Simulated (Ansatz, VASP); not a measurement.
Zn in VASP and in Ansatz

```
CELL_PARAMETERS angstrom
0.00000 1.95159 1.95159
1.95159 0.00000 1.95159
1.95159 1.95159 0.00000
ATOMIC_POSITIONS crystal
Zn 0.00000 0.00000 0.00000
```

Alike in both runs: task single point; functional LDA; k mesh 12 × 12 × 12; occupations fermi-dirac, width 0.05 eV; no spin polarisation.

```csv
,VASP,Ansatz
version,VASP 6.6.1,Ansatz 0.2.0
potentials or method,"VASP PAW LDA potentials, release 64 (Zn)",Ansatz PAW
plane-wave cutoff (eV),520,420
valence electrons in the cell,12,12
```

```csv
,VASP,Ansatz,Ansatz less VASP
gap on the k mesh at the Fermi level (eV),none,none,-
pressure (GPa),-7.0,-7.4,-0.45
```

LDA's correlation is that of Perdew and Zunger in VASP and of Perdew and Wang (1992) in Ansatz. A gap of «none» marks a metal or a gap that the smearing closes.
